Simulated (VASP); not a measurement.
Here is a VASP 6.6.1 calculation.

File INCAR:

```
ALGO = Normal
EDIFF = 1E-6
ENCUT = 500
GGA = PE
GGA_COMPAT = False
ISIF = 2
ISMEAR = 0
LASPH = True
LCHARG = False
LMAXMIX = 6
LREAL = False
LWAVE = False
NBANDS = 34
NELM = 200
PREC = Accurate
SIGMA = 0.2
```

The input KPOINTS:

```
k-points
0
Gamma
  4 4 3
```

Contents of POSCAR:

```
Pr2B
1.0
    5.1311043609      0.0000000000      0.0000000000
    0.0000000000      5.1311043609      0.0000000000
    0.0000000000      0.0000000000     10.2953570334
Pr B
4 2
Direct
    0.5000000000      0.0000000000      0.0000000000
    0.0000000000      0.5000000000      0.0000000000
    0.0000000000      0.0000000000      0.7263322637
    0.0000000000      0.0000000000      0.2736677363
    0.5000000000      0.5000000000      0.0000000000
    0.0000000000      0.0000000000      0.5000000000
```

Potentials or basis: VASP PAW PBE potentials, release 64 (Pr_3, B), 4f in core.

Command:

```console
$ cat potpaw_PBE.64/Pr_3/POTCAR potpaw_PBE.64/B/POTCAR > POTCAR
$ mpirun -np 1 vasp_std > vasp.out
```

Task: What does it give for the largest force?

Result: 0.013 eV/Å.

Task: What does it give for the band gap on the k mesh?

Result: Zero (bands 25 and 26 overlap by 0.53 eV).

Task: What does it give for the pressure?

Result: 0.1 GPa.

Forces on the atoms (eV/Å):
```
Pr   0.000  0.000  0.000
Pr   0.000  0.000  0.000
Pr   0.000  0.000 -0.013
Pr   0.000  0.000  0.013
B    0.000  0.000  0.000
B    0.000  0.000  0.000
```

Caveat: spin-orbit coupling is left out, which moves the levels of the heavy elements; the 4f electrons are frozen in the core, so they carry no moment and show no levels. Spin polarisation is off, so any magnetic state and its effect on volume and gap are missing.
